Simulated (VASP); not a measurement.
Input of a VASP 6.6.1 run:

File POSCAR:

```
MgS
1.0
    3.6454348054      0.0000000000      0.0000000000
   -1.8227174027      3.1570391493      0.0000000000
    0.0000000000      0.0000000000      5.9180597119
Mg S
2 2
Direct
    0.0000000000      0.0000000000      0.0000000000
    0.0000000000      0.0000000000      0.5000000000
    0.3333333333      0.6666666667      0.2500000000
    0.6666666667      0.3333333333      0.7500000000
```

File INCAR.step1:

```
ALGO = Normal
EDIFF = 1E-4
ENCUT = 520
GGA = PE
ISMEAR = 0
LASPH = T
LCHARG = F
LREAL = F
LWAVE = T
NBANDS = 16
NELM = 80
PREC = Accurate
SIGMA = 0.01
```

INCAR.step2

```
ALGO = Normal
EDIFF = 1E-7
ENCUT = 520
ISIF = 2
ISMEAR = 0
ISTART = 1
LASPH = T
LCHARG = T
LELF = T
LMIXTAU = T
LREAL = F
LVHAR = T
LWAVE = F
METAGGA = R2SCAN
NBANDS = 16
NELM = 80
PREC = Accurate
SIGMA = 0.01
```

The input KPOINTS:

```
k-points
0
Gamma
  12 12 4
```

Potentials or basis: VASP PAW PBE potentials, release 64 (Mg, S).

The run is started by

```console
$ cat potpaw_PBE.64/Mg/POTCAR potpaw_PBE.64/S/POTCAR > POTCAR
$ cp INCAR.step1 INCAR
$ mpirun -np 1 vasp_std > vasp.out
$ cp INCAR.step2 INCAR
$ mpirun -np 1 vasp_std > vasp.out
```

Q: What does it give for the pressure?

A: 2.9 GPa.

Q: Predict the band gap on the k mesh.

A: 4.18 eV, indirect (least direct gap 4.69 eV).

Stress tensor (GPa, compression positive):
```
0.81 0.00 0.00
0.00 0.81 0.00
0.00 0.00 7.16
```

Caveat: the cell differs from its parent crystal (uniaxial z strain -3.7%); the PAW data sets were made with another functional, which shifts forces and pressure a little. A k mesh can miss the band edges.
